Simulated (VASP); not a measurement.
A run of VASP 6.6.1 is set up as follows.

The input POSCAR:

```
CsCl
1.0
    4.1368324570      0.0000000000      0.0000000000
    0.0000000000      4.1368324570      0.0000000000
    0.0000000000      0.0000000000      4.1368324570
Cs Cl
1 1
Direct
    0.0000000000      0.0000000000      0.0000000000
    0.5000000000      0.5000000000      0.5000000000
```

INCAR.step1

```
PREC = Accurate
ENCUT = 550
ISMEAR = 0
SIGMA = 0.01
LREAL = False
LASPH = True
NELM = 120
NBANDS = 15
GGA = PE
ALGO = Normal
EDIFF = 1E-5
LWAVE = True
LCHARG = False
GGA_COMPAT = False
```

INCAR.step2

```
PREC = Accurate
ENCUT = 550
EDIFF = 1E-6
ISMEAR = 0
SIGMA = 0.01
LREAL = False
LASPH = True
NELM = 120
ALGO = Normal
ISIF = 2
LWAVE = False
LCHARG = False
METAGGA = R2SCAN
LMIXTAU = True
NBANDS = 15
ISTART = 1
GGA_COMPAT = False
```

KPOINTS

```
regular mesh
0
Gamma
  4 4 4
```

Potentials or basis: VASP PAW PBE potentials, release 64 (Cs_sv, Cl).

Launch:

```bash
$ cat potpaw_PBE.64/Cs_sv/POTCAR potpaw_PBE.64/Cl/POTCAR > POTCAR
$ cp INCAR.step1 INCAR
$ mpirun -np 1 vasp_std > vasp.out
$ cp INCAR.step2 INCAR
$ mpirun -np 1 vasp_std > vasp.out
```

(1) Estimate the pressure.

(2) What does it give for the band gap on the k mesh?

Results:

(1) 0.1 GPa.

(2) 5.91 eV.

Caveat: the PAW data sets were made with another functional, which shifts forces and pressure a little; spin-orbit coupling is left out, which moves the levels of the heavy elements.
